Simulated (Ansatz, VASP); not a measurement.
## One calculation of BaTiO3, two programs

File INCAR:

```
SYSTEM = BaTiO3
  PREC = Accurate
  ENCUT = 1340
  EDIFF = 1E-6
  ISMEAR = 0
  SIGMA = 0.05
  LREAL = .False.
  LASPH = .True.
  NELM = 120
  ALGO = Normal
  ISIF = 2
  LWAVE = .False.
  LCHARG = .False.
  GGA = PE
  NBANDS = 28
  GGA_COMPAT = .False.
```

File KPOINTS:

```
Automatic mesh
0
Gamma
  8 8 6
  0 0 0
```

The input POSCAR:

```
BaTiO3
1.0
    4.0451339662      0.0000000000      0.0000000000
    0.0000000000      4.0451339662      0.0000000000
    0.0000000000      0.0000000000      4.0757530286
Ba Ti O
1 1 3
Direct
    0.0000000000      0.0000000000      0.9863187693
    0.5000000000      0.5000000000      0.4690806688
    0.5000000000      0.5000000000      0.0378497747
    0.5000000000      0.0000000000      0.5173753936
    0.0000000000      0.5000000000      0.5173753936
```

Input for Ansatz:

```yaml
crystal:
  lattice:
    - [4.0451339662, 0.0, 0.0]
    - [0.0, 4.0451339662, 0.0]
    - [0.0, 0.0, 4.0757530286]
  atoms:
    - { symbol: Ba, position: [0.0, 0.0, 0.9863187693] }
    - { symbol: Ti, position: [0.5, 0.5, 0.4690806688] }
    - { symbol: O, position: [0.5, 0.5, 0.0378497747] }
    - { symbol: O, position: [0.5, 0.0, 0.5173753936] }
    - { symbol: O, position: [0.0, 0.5, 0.5173753936] }
basis:
  ecutwfc: 420
kpoints:
  mp_grid: { grid: [8, 8, 6] }
hamiltonian:
  xc: pbe
scf:
  occupations: { method: gaussian, width: 0.05 }
output:
  forces: true
  stress: true
  eigenvalues: true
```

Change from the starting cell: strain +0.015 along x and y, -0.030 along z, atoms carried along.

Alike in both runs: task single point; functional PBE; k mesh 8 × 8 × 6; occupations gaussian, width 0.05 eV; no spin polarisation.

|  | VASP | Ansatz |
| --- | --- | --- |
| version | VASP 6.6.1 | Ansatz 0.2.0 |
| potentials or method | VASP PAW PBE potentials, release 64 (Ba_sv, Ti_sv, O_h), cutoff 1340 eV | scalar-relativistic, plane waves, PAW |
| valence electrons in the cell | 40 | 40 |

```csv
,VASP,Ansatz,Ansatz less VASP
gap on the k mesh at the Fermi level (eV),1.82,1.88,+0.060
least direct gap on the mesh (eV),2.30,2.33,+0.038
pressure (GPa),1.7,0.4,-1.35
"traceless stress, the component that is largest in VASP (GPa)",5.62,5.51,-0.110
rms of the force components (eV/Å),0.348,0.324,-0.0243
```

Atom by atom the forces differ by 0.029 eV/Å (rms over components).

Spin-orbit coupling is off throughout.
